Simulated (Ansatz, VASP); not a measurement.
## One calculation of CaPtS3, two programs

```
CELL_PARAMETERS angstrom
3.50935 2.02613 4.58462
-3.50935 2.02613 4.58462
0.00000 -4.05225 4.58462
ATOMIC_POSITIONS crystal
Ca 0.75000 0.75000 0.75000
Ca 0.25000 0.25000 0.25000
Pt 0.50000 0.50000 0.50000
Pt 0.00000 0.00000 0.00000
S 0.85669 0.25000 0.64331
S 0.64331 0.85669 0.25000
S 0.25000 0.64331 0.85669
S 0.14331 0.75000 0.35669
S 0.35669 0.14331 0.75000
S 0.75000 0.35669 0.14331
```

Alike in both runs: functional PBE; k mesh 6 × 6 × 6; occupations gaussian, width 0.1 eV; no spin polarisation.

Ansatz relaxed the structure, and its values are those at the end. VASP's run is a single point on that final structure, the one shown.

|  | VASP | Ansatz |
| --- | --- | --- |
| version | VASP 6.6.1 | Ansatz 0.2.0 |
| potentials or method | VASP PAW PBE potentials, release 64 (Ca_sv, Pt, S), cutoff 520 eV | scalar-relativistic, plane waves, PAW |
| valence electrons in the cell | 76 | 92 |

Ansatz gave:

* gap on the k mesh at the Fermi level (eV): none
* pressure (GPa): 0.0
* rms of the force components (eV/Å): 0.000

Q: What did VASP give for the same quantities?

A: gap on the k mesh at the Fermi level (eV): none; pressure (GPa): -0.1; rms of the force components (eV/Å): 0.010.

A gap of «none» marks a metal or a gap that the smearing closes. With one functional, cell and mesh, what is left measures potentials, basis and numerics. VASP's potentials hold 76 valence electrons a cell and Ansatz's 92, so a difference there can come from the potentials and not from the codes.

Spin-orbit coupling is off throughout.
